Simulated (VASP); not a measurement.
# BN (P1) in VASP: further runs

The runs below take BN through single point, with PBEsol.

Everything below comes from runs of VASP 6.6.1. Logs are shortened: lines on timing, memory, paths and dates and some standing lists are left out, and cuts for length are marked.

### Step 1. The cell of the first run

The typed cell holds 2 atoms: a = 2.421 Å, b = 2.421 Å, c = 3.161 Å, α = 101.11°, β = 101.11°, γ = 119.81°.

### Step 2. Single point, PBEsol

File INCAR:

```
SYSTEM = BN
ALGO     = Normal         ! electronic algorithm
EDIFF    = 1E-6           ! SCF threshold, eV
ENCUT    = 520            ! plane-wave cutoff, eV
GGA      = PS             ! functional
ISIF     = 2              ! what is computed and relaxed
ISMEAR   = 0              ! smearing method
LASPH    = .True.         ! aspherical terms in the spheres
LCHARG   = .False.        ! write CHGCAR
LREAL    = .False.        ! projectors in reciprocal space
LWAVE    = .False.        ! write WAVECAR
NBANDS   = 11             ! bands
NELM     = 60             ! most SCF steps
PREC     = Accurate       ! precision mode
SIGMA    = 0.01           ! smearing width, eV
```

File KPOINTS:

```
k-points
0
Gamma
  10 10 6
  0 0 0
```

File POSCAR:

```
BN
1.0
    2.4214869617      0.0000000000      0.0000000000
   -1.2036862362      2.1011279289      0.0000000000
   -0.6089003627     -1.0505644472      2.9182302845
B N
1 1
Direct
    0.9796430000      0.9834990000      0.0018060000
    0.6685060000      0.3323850000      0.9849990000
```

Potentials or basis: VASP PAW PBE potentials, release 64 (B, N).

The run is started by

```
$ cat potpaw_PBE.64/B/POTCAR potpaw_PBE.64/N/POTCAR > POTCAR
$ mpirun -np 1 vasp_std > vasp.out
```

OUTCAR:

```text
SYSTEM = BN
   EDIFF = 1E-6
   ENCUT = 520
   GGA = PS
   ISIF = 2
   ISMEAR = 0
   LASPH = .True.
   LREAL = .False.
   NELM = 60
   PREC = Accurate

 ion  position               nearest neighbor table
   1  0.980  0.983  0.002-   2 1.35   2 1.39   2 1.47
   2  0.669  0.332  0.985-   1 1.35   1 1.39   1 1.47

  LATTYP: Found a face centered orthorhombic cell.
 ALAT       =     2.4285339571
 B/A-ratio  =     1.7253462547
 C/A-ratio  =     2.4032855509

  Lattice vectors:

 A1 = (  -1.8125865989,   1.0505634817,   2.9182302845)
 A2 = (   0.6089003628,   1.0505634817,   2.9182302845)
 A3 = (  -1.2036862362,   2.1011279289,   0.0000000000)

Analysis of symmetry for initial positions (statically):
=====================================================================
 Subroutine PRICEL returns:
 Original cell was already a primitive cell.

 Routine SETGRP: Setting up the symmetry group for a
 face centered orthorhombic supercell.

 Subroutine GETGRP returns: Found  1 space group operations
 (whereof  1 operations were pure point group operations)
 out of a pool of  8 trial point group operations.

The static configuration has the point symmetry C_1 .

Analysis of symmetry for dynamics (positions and initial velocities):
=====================================================================
 Subroutine PRICEL returns:
 Original cell was already a primitive cell.

 Routine SETGRP: Setting up the symmetry group for a
 face centered orthorhombic supercell.

 Subroutine GETGRP returns: Found  1 space group operations
 (whereof  1 operations were pure point group operations)
 out of a pool of  8 trial point group operations.

The dynamic configuration has the point symmetry C_1 .

 Subroutine INISYM returns: Found  1 space group operations
 (whereof  1 operations are pure point group operations),
 and found     1 'primitive' translations

----------------------------------------------------------------------------------------

                                     Primitive cell

  volume of cell :      14.8475

  direct lattice vectors                    reciprocal lattice vectors
     2.421486962  0.000000000  0.000000000     0.412969393  0.236580347  0.171336757
    -1.203686236  2.101127929  0.000000000     0.000000000  0.475934847  0.171336797
    -0.608900363 -1.050564447  2.918230284     0.000000000  0.000000000  0.342673436

  length of vectors
     2.421486962  2.421486966  3.160777326     0.505836203  0.505836215  0.342673436

  position of ions in fractional coordinates (direct lattice)
[... 110 lines left out ...]
   TEBEG  =    0.0;   TEEND  =   0.0 temperature during run
   PSTRESS=    0.0 pullay stress
   NELECT =       8.0000    total number of electrons
   NUPDOWN=      -1.0000    fix difference up-down
   EMIN   =  10.00;   EMAX   =-10.00  energy-range for DOS
   EFERMI =   0.00;   METHOD = LEGACY
   ISMEAR =     0;   SIGMA  =   0.01  broadening in eV -4-tet -1-fermi 0-gaus
   EFERMI_NEDOS =   21; number of points for ismear=-14 and -15
   IALGO  =     38    algorithm
   IMIX   =      4    mixing-type and parameters
     AMIX     =   0.40;   BMIX     =  1.00
     AMIX_MAG =   1.60;   BMIX_MAG =  1.00
  volume/ion in A,a.u.               =       7.42        50.10
  Fermi-wavevector in a.u.,A,eV,Ry     =   1.332151  2.517400 24.145254  1.774626
  Thomas-Fermi vector in A             =   2.461108
   LORBIT       =      0    0 simple, 1 ext, 2 COOP (PROOUT), +10 PAW based schemes
   GGA     = PS    functional components
   LHFCALC =     F    Hartree Fock is set to
   AEXX    =    0.0000 exact exchange contribution
   IVDW    =     0    specifies the selected vdW correction
   LEPSILON=     F    determine dielectric tensor
   LRPA    =     F    only Hartree local field effects (RPA)
 non-spin polarized calculation
 Gauss-broadening in eV      SIGMA  =   0.01
  energy-cutoff  :      520.00
  volume of cell :       14.85
 maximum number of plane-waves:       412
   NGX =  9   NGY =  9   NGZ = 11

 number of electron       8.0000000 magnetization

 Free energy of the ion-electron system (eV)
  ---------------------------------------------------
  ext. energy  EPLUGINS =         0.00000000
  ---------------------------------------------------
  free energy    TOTEN  =       -17.95291546 eV

  energy without entropy =      -17.95291546  energy(sigma->0) =      -17.95291546

 E-fermi :   4.4027     XC(G=0): -11.3897

 val. band max:        4.2344878191   @ k =   0.4000   0.4000   0.1667
 cond. band min:       6.8509189835   @ k =   0.5000   0.5000   0.5000
 fundamental gap:      2.6164311645
 Fermi energy:         4.4027192241

 k-point     1 :       0.0000    0.0000    0.0000
  band No.  band energies     occupation
      1     -14.8006      2.00000
      2       0.0335      2.00000
      3       1.8042      2.00000
      4       3.5173      2.00000
      5       9.8211      0.00000
      6      15.1650      0.00000
      7      17.3440      0.00000
      8      18.3827      0.00000
      9      20.9140      0.00000
     10      31.1266      0.00000
     11      32.6808      0.00000
[... 309 lines left out ...]
 k-point    24 :      -0.3000    0.2000    0.0000
  band No.  band energies     occupation
      1     -13.3279      2.00000
      2      -1.7132      2.00000
      3       0.5120      2.00000
      4       1.5719      2.00000
      5      12.0193      0.00000
      6      14.6949      0.00000
      7      15.8872      0.00000
      8      21.4589      0.00000
      9      23.4805      0.00000
     10      24.9338      0.00000
     11      30.7896      0.00000

 [... further k-points ...]

------------------------ aborting loop because EDIFF is reached ----------------------------------------

  FORCE on cell =-STRESS in cart. coord.  units (eV):
  Direction    XX          YY          ZZ          XY          YZ          ZX
  --------------------------------------------------------------------------------------
  -------------------------------------------------------------------------------------
  Total        3.5661554      5.7119565      0.7915929     -0.9174347      0.1484322      0.0731565
  in kB      384.8191303    616.3697001     85.4197442    -98.9991733     16.0171188      7.8942255
  external PRESSURE =     362.2028582 kB  Pullay stress =       0.0000000 kB

 VOLUME and BASIS-vectors are now :
 -----------------------------------------------------------------------------
  energy-cutoff  :      520.00
  volume of cell :       14.85
      direct lattice vectors                 reciprocal lattice vectors
     2.421486962  0.000000000  0.000000000     0.412969393  0.236580347  0.171336757
    -1.203686236  2.101127929  0.000000000     0.000000000  0.475934847  0.171336797
    -0.608900363 -1.050564447  2.918230284     0.000000000  0.000000000  0.342673436

 POSITION                                       TOTAL-FORCE (eV/Angst)
 -----------------------------------------------------------------------------------
      1.18727      2.06456      0.00527         2.128263      2.662964     -0.494658
      0.61893     -0.33642      2.87445        -2.128263     -2.662964      0.494658
 -----------------------------------------------------------------------------------
    total drift:                               -0.000247      0.000012     -0.000326

  FREE ENERGIE OF THE ION-ELECTRON SYSTEM (eV)
  ---------------------------------------------------
  free  energy   TOTEN  =       -17.9529154595 eV

  energy  without entropy=      -17.9529154595  energy(sigma->0) =      -17.95291546
```

OSZICAR:

```text
N       E                     dE             d eps       ncg     rms          rms(c)
DAV:   1     0.120805812269E+02    0.12081E+02   -0.48205E+03  6792   0.700E+02
DAV:   2    -0.193077910980E+02   -0.31388E+02   -0.30394E+02  7812   0.169E+02
DAV:   3    -0.199525654521E+02   -0.64477E+00   -0.64396E+00  8231   0.217E+01
DAV:   4    -0.199539647017E+02   -0.13992E-02   -0.13992E-02  7171   0.110E+00
DAV:   5    -0.199539684595E+02   -0.37578E-05   -0.37578E-05  8106   0.526E-02    0.851E+00
DAV:   6    -0.182007808906E+02    0.17532E+01   -0.49213E+00  7640   0.128E+01    0.401E+00
DAV:   7    -0.179951418518E+02    0.20564E+00   -0.32760E-01  7906   0.413E+00    0.233E+00
DAV:   8    -0.179528372167E+02    0.42305E-01   -0.10252E-01  7918   0.207E+00    0.300E-01
DAV:   9    -0.179528222607E+02    0.14956E-04   -0.20976E-03  7213   0.407E-01    0.145E-01
DAV:  10    -0.179529086037E+02   -0.86343E-04   -0.23262E-04  7575   0.124E-01    0.214E-02
DAV:  11    -0.179529149055E+02   -0.63018E-05   -0.12191E-05  7685   0.272E-02    0.167E-02
DAV:  12    -0.179529154595E+02   -0.55404E-06   -0.26523E-06  7332   0.114E-02
   1 F= -.17952915E+02 E0= -.17952915E+02  d E =-.229680-127
```

Run time: 32 s. Hardware: 1 thread of Intel Xeon 8259CL, shared host; peak memory 0.16 GiB.

What came out:

* Free energy: -17.9529 eV
* Pressure: 36.2 GPa
* Largest force: 3.445 eV/Å
* Band gap on the k mesh: 2.62 eV (least direct gap 4.76 eV)

Forces in eV/Å, atoms in the order of the input:
```
B    2.128  2.663 -0.495
N   -2.128 -2.663  0.495
```

Stress tensor (GPa, compression positive):
```
38.48 -9.90  0.79
-9.90 61.64  1.60
 0.79  1.60  8.54
```

Caveat: the cell stands under pressure; the PAW data sets were made with another functional, which shifts forces and pressure a little. A k mesh can miss the band edges.

### Step 3. Single point, PBEsol

This run uses another cell than the first one, of 7.63 Å³/atom.

File INCAR:

```
  PREC = Accurate
  ENCUT = 520
  EDIFF = 1E-6
  ISMEAR = 0
  SIGMA = 0.01
  LREAL = F
  LASPH = T
  NELM = 80
  ALGO = Normal
  ISIF = 2
  LWAVE = F
  LCHARG = F
  GGA = PS
  NBANDS = 11
```

File KPOINTS:

```
regular mesh
0
Gamma
  10 10 6
```

File POSCAR:

```
BN
1.0
    2.4437036794      0.0000000000      0.0000000000
   -1.2147298460      2.1204054088      0.0000000000
   -0.6144869167     -1.0602031916      2.9450045350
B N
1 1
Direct
    0.9796430000      0.9834990000      0.0018060000
    0.6685060000      0.3323850000      0.9849990000
```

Potentials or basis: VASP PAW PBE potentials, release 64 (B, N).

The run is started by

```
$ cat potpaw_PBE.64/B/POTCAR potpaw_PBE.64/N/POTCAR > POTCAR
$ mpirun -np 1 vasp_std > vasp.out
```

It took 39 s on 1 thread of Intel Xeon 8259CL, shared host; peak memory 0.16 GiB.

It converged, with:

| Item | Value |
| --- | --- |
| Free energy | -18.0334 eV |
| Pressure | 26.1 GPa |
| Largest force | 3.249 eV/Å |
| Band gap on the k mesh | 2.64 eV (least direct gap 4.70 eV) |

Forces in eV/Å, atoms in the order of the input:
```
B    2.001  2.506 -0.521
N   -2.001 -2.506  0.521
```

Stress tensor (GPa, compression positive):
```
25.37 -8.56  0.72
-8.56 45.45  1.48
 0.72  1.48  7.48
```

Levels at points of the mesh, in eV from the valence-band top:
| k point | band 1 | band 2 | band 3 | band 4 | band 5 | band 6 | band 7 | band 8 |
| --- | --- | --- | --- | --- | --- | --- | --- | --- |
| (0.00, 0.00, 0.00) | -18.83 | -4.10 | -2.44 | -0.75 | 5.51 | 10.72 | 12.88 | 13.81 |
| (0.50, 0.00, 0.00) | -15.06 | -9.52 | -5.04 | -1.77 | 4.89 | 10.17 | 14.03 | 17.82 |
| (0.00, 0.50, 0.00) | -15.27 | -9.71 | -4.27 | -1.22 | 3.74 | 10.27 | 14.31 | 17.82 |
| (0.50, 0.50, 0.00) | -15.37 | -9.95 | -4.42 | -0.15 | 6.48 | 9.64 | 12.68 | 14.93 |
| (0.00, 0.00, 0.50) | -18.13 | -7.73 | -2.46 | -0.80 | 10.44 | 11.32 | 12.85 | 13.85 |
| (0.50, 0.00, 0.50) | -15.05 | -9.53 | -5.04 | -1.65 | 4.54 | 10.22 | 14.30 | 18.01 |
| (0.00, 0.50, 0.50) | -15.27 | -9.70 | -4.27 | -1.33 | 3.98 | 10.20 | 14.16 | 17.69 |
| (0.50, 0.50, 0.50) | -14.97 | -9.33 | -4.59 | -2.50 | 2.64 | 9.77 | 15.99 | 20.90 |

Caveat: the cell stands under pressure; the PAW data sets were made with another functional, which shifts forces and pressure a little. A k mesh can miss the band edges.

### Step 4. Single point, PBEsol

This run uses another cell than the first one, of 7.84 Å³/atom.

File INCAR:

```
SYSTEM = BN
ALGO     = Normal         ! electronic algorithm
EDIFF    = 1E-7           ! SCF threshold, eV
ENCUT    = 520            ! plane-wave cutoff, eV
GGA      = PS             ! functional
ISIF     = 2              ! what is computed and relaxed
ISMEAR   = 0              ! smearing method
LASPH    = .True.         ! aspherical terms in the spheres
LCHARG   = .True.         ! write CHGCAR
LELF     = .True.         ! ELF
LREAL    = .False.        ! projectors in reciprocal space
LVHAR    = .True.       
LWAVE    = .False.        ! write WAVECAR
NBANDS   = 11             ! bands
NELM     = 80             ! most SCF steps
PREC     = Accurate       ! precision mode
SIGMA    = 0.01           ! smearing width, eV
```

File KPOINTS:

```
k-points
0
Gamma
  10 10 6
  0 0 0
```

File POSCAR:

```
BN
1.0
    2.4655236168      0.0000000000      0.0000000000
   -1.2255762221      2.1393386017      0.0000000000
   -0.6199736973     -1.0696697924      2.9713006098
B N
1 1
Direct
    0.9796430000      0.9834990000      0.0018060000
    0.6685060000      0.3323850000      0.9849990000
```

The run is started by

```
$ cat potpaw_PBE.64/B/POTCAR potpaw_PBE.64/N/POTCAR > POTCAR
$ mpirun -np 1 vasp_std > vasp.out
```

It took 53 s on 1 thread of Intel Xeon 8259CL, shared host; peak memory 0.16 GiB.

It converged, with:

| Quantity | Value |
| --- | --- |
| Free energy | -18.0893 eV |
| Pressure | 17.1 GPa |
| Largest force | 3.067 eV/Å |
| Band gap on the k mesh | 2.67 eV (least direct gap 4.64 eV) |

Forces on the atoms (eV/Å):
```
B    1.882  2.359 -0.545
N   -1.882 -2.359  0.545
```

Stress tensor (GPa, compression positive):
```
13.71 -7.34  0.66
-7.34 31.02  1.38
 0.66  1.38  6.54
```

Levels at points of the mesh, in eV from the valence-band top:
```tsv
k point	band 2	band 3	band 4	band 5	band 6	band 7
(0.00, 0.00, 0.00)	-4.00	-2.44	-0.78	5.43	10.52	12.66
(0.50, 0.00, 0.00)	-9.38	-4.97	-1.72	4.86	9.90	13.83
(0.00, 0.50, 0.00)	-9.59	-4.22	-1.18	3.72	10.01	14.11
(0.50, 0.50, 0.00)	-9.81	-4.37	-0.15	6.37	9.40	12.52
(0.00, 0.00, 0.50)	-7.52	-2.46	-0.83	10.23	11.07	12.63
(0.50, 0.00, 0.50)	-9.39	-4.97	-1.60	4.51	9.94	14.09
(0.00, 0.50, 0.50)	-9.58	-4.21	-1.28	3.95	9.94	13.97
(0.50, 0.50, 0.50)	-9.21	-4.53	-2.41	2.67	9.52	15.74
```

Caveat: the cell stands under pressure; the PAW data sets were made with another functional, which shifts forces and pressure a little.

### Step 5. Single point, PBEsol

This run uses another cell than the first one, of 8.04 Å³/atom.

File INCAR:

```
SYSTEM = BN
ALGO = Normal
EDIFF = 1E-6
ENCUT = 520
GGA = PS
ISIF = 2
ISMEAR = 0
LASPH = .TRUE.
LCHARG = .FALSE.
LREAL = .FALSE.
LWAVE = .FALSE.
NBANDS = 11
NELM = 60
PREC = Accurate
SIGMA = 0.01
```

File KPOINTS:

```
k-points
0
G
  10 10 6
  0 0 0
```

File POSCAR:

```
BN
1.0
    2.4869640287      0.0000000000      0.0000000000
   -1.2362339416      2.1579424799      0.0000000000
   -0.6253650435     -1.0789717357      2.9971393033
B N
1 1
Direct
    0.9796430000      0.9834990000      0.0018060000
    0.6685060000      0.3323850000      0.9849990000
```

The run is started by

```
$ cat potpaw_PBE.64/B/POTCAR potpaw_PBE.64/N/POTCAR > POTCAR
$ mpirun -np 1 vasp_std > vasp.out
```

Run time: 55 s. Hardware: 1 thread of Intel Xeon 8259CL, shared host; peak memory 0.16 GiB.

Results (log left out):

* Free energy: -18.1232 eV
* Pressure: 9.1 GPa
* Largest force: 2.897 eV/Å
* Band gap on the k mesh: 2.69 eV (least direct gap 4.58 eV)

Forces in eV/Å, atoms in the order of the input:
```
B    1.771  2.222 -0.565
N   -1.771 -2.222  0.565
```

Stress tensor (GPa, compression positive):
```
 3.33 -6.24  0.60
-6.24 18.13  1.28
 0.60  1.28  5.70
```

Levels at points of the mesh, in eV from the valence-band top:
```
           k point  band 2  band 3  band 4  band 5  band 6  band 7
(0.00, 0.00, 0.00)   -3.90   -2.45   -0.81    5.36   10.33   12.44
(0.50, 0.00, 0.00)   -9.24   -4.91   -1.67    4.82    9.64   13.63
(0.00, 0.50, 0.00)   -9.48   -4.16   -1.14    3.70    9.75   13.91
(0.50, 0.50, 0.00)   -9.68   -4.31   -0.15    6.26    9.16   12.37
(0.00, 0.00, 0.50)   -7.32   -2.47   -0.85   10.04   10.84   12.42
(0.50, 0.00, 0.50)   -9.26   -4.91   -1.56    4.49    9.68   13.88
(0.00, 0.50, 0.50)   -9.47   -4.16   -1.24    3.92    9.69   13.78
(0.50, 0.50, 0.50)   -9.10   -4.47   -2.33    2.69    9.27   15.50
```

Caveat: the cell stands under pressure; the PAW data sets were made with another functional, which shifts forces and pressure a little.

### Step 6. The runs side by side

```tsv
cell	gap on the mesh (eV)	pressure (GPa)	largest force (eV/Å)
a = 2.421, b = 2.421, c = 3.161 Å, angles 101.1, 101.1, 119.8°, 2 atoms	2.62	36.2	3.44
a = 2.444, b = 2.444, c = 3.190 Å, angles 101.1, 101.1, 119.8°, 2 atoms	2.64	26.1	3.25
a = 2.466, b = 2.466, c = 3.218 Å, angles 101.1, 101.1, 119.8°, 2 atoms	2.67	17.1	3.07
a = 2.487, b = 2.487, c = 3.246 Å, angles 101.1, 101.1, 119.8°, 2 atoms	2.69	9.1	2.90
```

Alike in all rows: task single point; level PBEsol; potentials or basis VASP PAW PBE potentials, release 64 (B, N); no spin polarisation; k mesh 10 × 10 × 6; cutoff (eV) 520; smearing gaussian 0.01 eV.

Caveats: the cell stands under pressure; the PAW data sets were made with another functional, which shifts forces and pressure a little.

Absolute energies hang on the potentials; compare differences alone.
